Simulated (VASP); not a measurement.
# MgO (zincblende type) (F-43m) in VASP: a series of runs

The runs below take MgO (zincblende type) through single point, relaxation of cell and atoms, with PBE.

Everything below comes from runs of VASP 6.6.1. Logs are shortened: lines on timing, memory, paths and dates and some standing lists are left out, and cuts for length are marked.

## 1. The cell of the first run

Symmetry: F-43m, No. 216, cubic system. The conventional cell has a = 4.177 Å, b = 4.177 Å, c = 4.177 Å, α = 90.00°, β = 90.00°, γ = 90.00°. Mg (site symmetry -43m) has 4 O at 1.81 Å within 2.4 Å. Within 2.4 Å of O (site symmetry -43m) lie 4 Mg at 1.81 Å.

## 2. Single point, PBE

INCAR reads:

```
SYSTEM = MgO
PREC = Accurate
ENCUT = 520
EDIFF = 1E-6
ISMEAR = -1
SIGMA = 0.08
LREAL = .FALSE.
LASPH = .TRUE.
NELM = 80
ALGO = Normal
ISIF = 2
LWAVE = .FALSE.
LCHARG = .FALSE.
GGA = PE
NBANDS = 11
```

KPOINTS reads:

```
regular mesh
0
G
  16 16 16
  0 0 0
```

POSCAR reads:

```
MgO
1.0
    0.0000000000      2.0882511124      2.0882511124
    2.0882511124      0.0000000000      2.0882511124
    2.0882511124      2.0882511124      0.0000000000
Mg O
1 1
Direct
    0.0000000000      0.0000000000      0.0000000000
    0.2500000000      0.2500000000      0.2500000000
```

Potentials or basis: VASP PAW PBE potentials, release 64 (Mg, O).

Command:

```sh
$ cat potpaw_PBE.64/Mg/POTCAR potpaw_PBE.64/O/POTCAR > POTCAR
$ mpirun -np 1 vasp_std > vasp.out
```

OUTCAR:

```text
SYSTEM = MgO
   PREC = Accurate
   ENCUT = 520
   EDIFF = 1E-6
   ISMEAR = -1
   LREAL = .FALSE.
   LASPH = .TRUE.
   NELM = 80
   ISIF = 2
   GGA = PE

 ion  position               nearest neighbor table
   1  0.000  0.000  0.000-   2 1.81   2 1.81   2 1.81   2 1.81
   2  0.250  0.250  0.250-   1 1.81   1 1.81   1 1.81   1 1.81

  LATTYP: Found a face centered cubic cell.
 ALAT       =     4.1765022248

  Lattice vectors:

 A1 = (   0.0000000000,   2.0882511124,   2.0882511124)
 A2 = (   2.0882511124,   0.0000000000,   2.0882511124)
 A3 = (   2.0882511124,   2.0882511124,   0.0000000000)

Analysis of symmetry for initial positions (statically):
=====================================================================
 Subroutine PRICEL returns:
 Original cell was already a primitive cell.

 Routine SETGRP: Setting up the symmetry group for a
 face centered cubic supercell.

 Subroutine GETGRP returns: Found 24 space group operations
 (whereof 24 operations were pure point group operations)
 out of a pool of 48 trial point group operations.

The static configuration has the point symmetry T_d .

Analysis of symmetry for dynamics (positions and initial velocities):
=====================================================================
 Subroutine PRICEL returns:
 Original cell was already a primitive cell.

 Routine SETGRP: Setting up the symmetry group for a
 face centered cubic supercell.

 Subroutine GETGRP returns: Found 24 space group operations
 (whereof 24 operations were pure point group operations)
 out of a pool of 48 trial point group operations.

The dynamic configuration has the point symmetry T_d .

 Subroutine INISYM returns: Found 24 space group operations
 (whereof 24 operations are pure point group operations),
 and found     1 'primitive' translations

----------------------------------------------------------------------------------------

                                     Primitive cell

  volume of cell :      18.2129

  direct lattice vectors                    reciprocal lattice vectors
     0.000000000  2.088251112  2.088251112    -0.239434806  0.239434806  0.239434806
     2.088251112  0.000000000  2.088251112     0.239434806 -0.239434806  0.239434806
     2.088251112  2.088251112  0.000000000     0.239434806  0.239434806 -0.239434806

  length of vectors
     2.953233045  2.953233045  2.953233045     0.414713249  0.414713249  0.414713249

  position of ions in fractional coordinates (direct lattice)
     0.000000000  0.000000000  0.000000000
     0.250000000  0.250000000  0.250000000

  ion indices of the primitive-cell ions
   primitive index   ion index
                 1           1
                 2           2

----------------------------------------------------------------------------------------

 KPOINTS: regular mesh

Automatic generation of k-mesh.
 Grid dimensions read from file:
 generate k-points for:   16   16   16

 Generating k-lattice:

  Cartesian coordinates                     Fractional coordinates (reciprocal lattice)
    -0.014964675  0.014964675  0.014964675     0.062500000  0.000000000  0.000000000
     0.014964675 -0.014964675  0.014964675     0.000000000  0.062500000  0.000000000
     0.014964675  0.014964675 -0.014964675     0.000000000  0.000000000  0.062500000

  Length of vectors
     0.025919578  0.025919578  0.025919578

  Shift w.r.t. Gamma in fractional coordinates (k-lattice)
     0.000000000  0.000000000  0.000000000

 Subroutine IBZKPT returns following result:
 ===========================================

 Found    145 irreducible k-points:

 Following reciprocal coordinates:
            Coordinates               Weight
  0.000000  0.000000  0.000000      1.000000
  0.062500  0.000000  0.000000      8.000000
  0.125000  0.000000  0.000000      8.000000
  0.187500  0.000000  0.000000      8.000000
  0.250000  0.000000  0.000000      8.000000
  0.312500  0.000000  0.000000      8.000000
[... 16 lines left out ...]
 -0.125000  0.062500  0.000000     24.000000
 -0.062500  0.062500  0.000000     12.000000
 [... further k-points ...]
   k-points           NKPTS =    145   k-points in BZ     NKDIM =    145   number of bands    NBANDS=     11
   number of dos      NEDOS =    301   number of ions     NIONS =      2
   total plane-waves  NPLWV =  13824
   dimension x,y,z NGX =    24 NGY =   24 NGZ =   24
   dimension x,y,z NGXF=    48 NGYF=   48 NGZF=   48
   ions per type =               1   1
   NGX,Y,Z   is equivalent  to a cutoff of  13.51, 13.51, 13.51 a.u.
   NGXF,Y,Z  is equivalent  to a cutoff of  27.02, 27.02, 27.02 a.u.
 SYSTEM =  MgO
   PREC   = accura    normal or accurate (medium, high low for compatibility)
   ISTART =      0    job   : 0-new  1-cont  2-samecut
   ICHARG =      2    charge: 1-file 2-atom 10-const
   ISPIN  =      1    spin polarized calculation?
   LNONCOLLINEAR =      F non collinear calculations
   LSORBIT =      F    spin-orbit coupling
   LASPH  =      T    aspherical Exc in radial PAW
   ENCUT  =  520.0 eV  38.22 Ry    6.18 a.u.   5.49  5.49  5.49*2*pi/ulx,y,z
   NELM   =     80;   NELMIN=  2; NELMDL= -5     # of ELM steps
   EDIFF  = 0.1E-05   stopping-criterion for ELM
   LREAL  =      F    real-space projection
   EDIFFG = 0.1E-04   stopping-criterion for IOM
   NSW    =      0    number of steps for IOM
   IBRION =     -1    ionic relax: 0-MD 1-quasi-New 2-CG
   NFREE  =      0    steps in history (QN), initial steepest desc. (CG)
   ISIF   =      2    stress and relaxation
   ISYM   =      2    0-nonsym 1-usesym 2-fastsym
   POTIM  = 0.5000    time-step for ionic-motion
   TEBEG  =    0.0;   TEEND  =   0.0 temperature during run
   PSTRESS=    0.0 pullay stress
   NELECT =       8.0000    total number of electrons
   NUPDOWN=      -1.0000    fix difference up-down
   EMIN   =  10.00;   EMAX   =-10.00  energy-range for DOS
   EFERMI =   0.00;   METHOD = LEGACY
   ISMEAR =    -1;   SIGMA  =   0.08  broadening in eV -4-tet -1-fermi 0-gaus
   EFERMI_NEDOS =   21; number of points for ismear=-14 and -15
   IALGO  =     38    algorithm
   IMIX   =      4    mixing-type and parameters
     AMIX     =   0.40;   BMIX     =  1.00
     AMIX_MAG =   1.60;   BMIX_MAG =  1.00
  volume/ion in A,a.u.               =       9.11        61.45
  Fermi-wavevector in a.u.,A,eV,Ry     =   1.244454  2.351677 21.070870  1.548665
  Thomas-Fermi vector in A             =   2.378720
   LORBIT       =      0    0 simple, 1 ext, 2 COOP (PROOUT), +10 PAW based schemes
   GGA     = PE    functional components
   LHFCALC =     F    Hartree Fock is set to
   AEXX    =    0.0000 exact exchange contribution
   IVDW    =     0    specifies the selected vdW correction
   LEPSILON=     F    determine dielectric tensor
   LRPA    =     F    only Hartree local field effects (RPA)
 non-spin polarized calculation
  energy-cutoff  :      520.00
  volume of cell :       18.21
 maximum number of plane-waves:       531
 NGX is ok and might be reduce to    24
   NGX = 11   NGY = 11   NGZ = 11

 number of electron       8.0000002 magnetization

 Free energy of the ion-electron system (eV)
  ---------------------------------------------------
  ext. energy  EPLUGINS =         0.00000000
  ---------------------------------------------------
  free energy    TOTEN  =       -10.74592567 eV

  energy without entropy =      -10.74592567  energy(sigma->0) =      -10.74592567

 E-fermi :   4.1305     XC(G=0): -10.9305

 val. band max:        2.3921891783   @ k =  -0.0625   0.0625   0.0000
 cond. band min:       7.7502252885   @ k =   0.0000   0.0000   0.0000
 fundamental gap:      5.3580361102
 Fermi energy:         4.1304974483

 k-point     1 :       0.0000    0.0000    0.0000
  band No.  band energies     occupation
      1     -14.4073      2.00000
      2       2.3858      2.00000
      3       2.3858      2.00000
      4       2.3858      2.00000
      5       7.7502      0.00000
      6      22.3053      0.00000
      7      22.3053      0.00000
      8      22.3053      0.00000
      9      25.3410      0.00000
     10      25.3410      0.00000
     11      26.0971      0.00000

 k-point     2 :       0.0625    0.0000    0.0000
  band No.  band energies     occupation
      1     -14.3683      2.00000
      2       2.1603      2.00000
      3       2.3791      2.00000
      4       2.3791      2.00000
      5       7.9978      0.00000
      6      21.8385      0.00000
      7      22.2803      0.00000
      8      22.2803      0.00000
      9      24.4908      0.00000
     10      24.4908      0.00000
     11      25.7828      0.00000

 k-point     3 :       0.1250    0.0000    0.0000
  band No.  band energies     occupation
      1     -14.2558      2.00000
      2       1.5969      2.00000
      3       2.3600      2.00000
      4       2.3600      2.00000
      5       8.6246      0.00000
      6      20.7347      0.00000
      7      21.9854      0.00000
      8      21.9854      0.00000
      9      23.9722      0.00000
     10      23.9722      0.00000
     11      25.3977      0.00000

 k-point     4 :       0.1875    0.0000    0.0000
  band No.  band energies     occupation
      1     -14.0824      2.00000
      2       0.8882      2.00000
      3       2.3315      2.00000
      4       2.3315      2.00000
      5       9.4345      0.00000
      6      19.4223      0.00000
      7      21.2950      0.00000
      8      21.2950      0.00000
      9      24.2274      0.00000
     10      24.2274      0.00000
     11      25.1754      0.00000
[... 239 lines left out ...]
 k-point    22 :      -0.1875    0.0625    0.0000
  band No.  band energies     occupation
      1     -13.9856      2.00000
      2       0.6126      2.00000
      3       2.1844      2.00000
      4       2.3674      2.00000
      5       9.8389      0.00000
      6      18.8235      0.00000
      7      20.8145      0.00000
      8      20.8886      0.00000
      9      23.8086      0.00000
     10      25.2125      0.00000
     11      25.7815      0.00000

 k-point    23 :      -0.1250    0.0625    0.0000
  band No.  band energies     occupation
      1     -14.1720      2.00000
      2       1.2897      2.00000
      3       2.2446      2.00000
      4       2.3881      2.00000
      5       9.0344      0.00000
      6      20.1163      0.00000
      7      21.4230      0.00000
      8      21.7054      0.00000
      9      23.2996      0.00000
     10      24.6854      0.00000
     11      26.1099      0.00000

 k-point    24 :      -0.0625    0.0625    0.0000
  band No.  band energies     occupation
      1     -14.3048      2.00000
      2       1.8588      2.00000
      3       2.3133      2.00000
      4       2.3922      2.00000
      5       8.3649      0.00000
      6      21.2431      0.00000
      7      21.9577      0.00000
      8      22.2629      0.00000
      9      23.4514      0.00000
     10      24.5363      0.00000
     11      26.5241      0.00000

 [... further k-points ...]
[... 5 lines left out ...]
  --------------------------------------------------------------------------------------
  -------------------------------------------------------------------------------------
  Total        7.1299225      7.1299225      7.1299225      0.0000000      0.0000000      0.0000000
  in kB      627.2161476    627.2161476    627.2161476      0.0000000      0.0000000      0.0000000
  external PRESSURE =     627.2161476 kB  Pullay stress =       0.0000000 kB

 VOLUME and BASIS-vectors are now :
 -----------------------------------------------------------------------------
  energy-cutoff  :      520.00
  volume of cell :       18.21
      direct lattice vectors                 reciprocal lattice vectors
     0.000000000  2.088251112  2.088251112    -0.239434806  0.239434806  0.239434806
     2.088251112  0.000000000  2.088251112     0.239434806 -0.239434806  0.239434806
     2.088251112  2.088251112  0.000000000     0.239434806  0.239434806 -0.239434806

 POSITION                                       TOTAL-FORCE (eV/Angst)
 -----------------------------------------------------------------------------------
      0.00000      0.00000      0.00000        -0.000000     -0.000000     -0.000000
      1.04413      1.04413      1.04413         0.000000      0.000000      0.000000
 -----------------------------------------------------------------------------------
    total drift:                                0.000001      0.000001      0.000001

  FREE ENERGIE OF THE ION-ELECTRON SYSTEM (eV)
  ---------------------------------------------------
  free  energy   TOTEN  =       -10.7459256696 eV

  energy  without entropy=      -10.7459256695  energy(sigma->0) =      -10.74592567
```

Wall time 18 s (1 thread of Intel Xeon Platinum 8488C (Sapphire Rapids), shared host); peak memory 0.16 GiB.

Results:

* Free energy: -10.7459 eV
* Pressure: 62.7 GPa
* Band gap on the k mesh: 5.36 eV, indirect (least direct gap 5.36 eV)

A k mesh can miss the band edges. Expect the measured gap to be larger: semilocal functionals such as PBE lack the derivative discontinuity.

## 3. Single point, PBE

INCAR reads:

```
SYSTEM = MgO
ALGO = Normal
EDIFF = 1E-7
ENCUT = 520
GGA = PE
ISIF = 2
ISMEAR = -1
LASPH = .TRUE.
LCHARG = .TRUE.
LELF = .TRUE.
LREAL = .FALSE.
LVHAR = .TRUE.
LWAVE = .FALSE.
NBANDS = 11
NELM = 60
PREC = Accurate
SIGMA = 0.08
```

KPOINTS reads:

```
k-points
0
G
  16 16 16
  0 0 0
```

POSCAR reads:

```
MgO
1.0
    0.0000000000      2.0877299763      2.0877299763
    2.0877299763      0.0000000000      2.0877299763
    2.0877299763      2.0877299763      0.0000000000
Mg O
1 1
Direct
    0.0000000000      0.0000000000      0.0000000000
    0.2500000000      0.2500000000      0.2500000000
```

Potentials or basis: VASP PAW PBE potentials, release 64 (Mg, O).

Command:

```sh
$ cat potpaw_PBE.64/Mg/POTCAR potpaw_PBE.64/O/POTCAR > POTCAR
$ mpirun -np 1 vasp_std > vasp.out
```

Run time: 20 s. Hardware: 1 thread of Intel Xeon Platinum 8488C (Sapphire Rapids), shared host; peak memory 0.16 GiB.

Results (log left out):

```yaml
Free_energy: -10.7406 eV
Pressure: 63.0 GPa
Band_gap_on_the_k_mesh: 5.36 eV, indirect (least direct gap 5.37 eV)
```

Levels at points of the mesh, in eV from the valence-band top:
```tsv
k point	band 2	band 3	band 4	band 5	band 6	band 7
(0.00, 0.00, 0.00)	-0.01	-0.01	-0.01	5.36	19.92	19.92
(0.50, 0.00, 0.00)	-3.81	-0.18	-0.18	10.77	11.91	16.72
(0.50, 0.50, 0.00)	-3.18	-0.83	-0.83	6.87	13.07	18.43
```

[end of part 1 of 2]
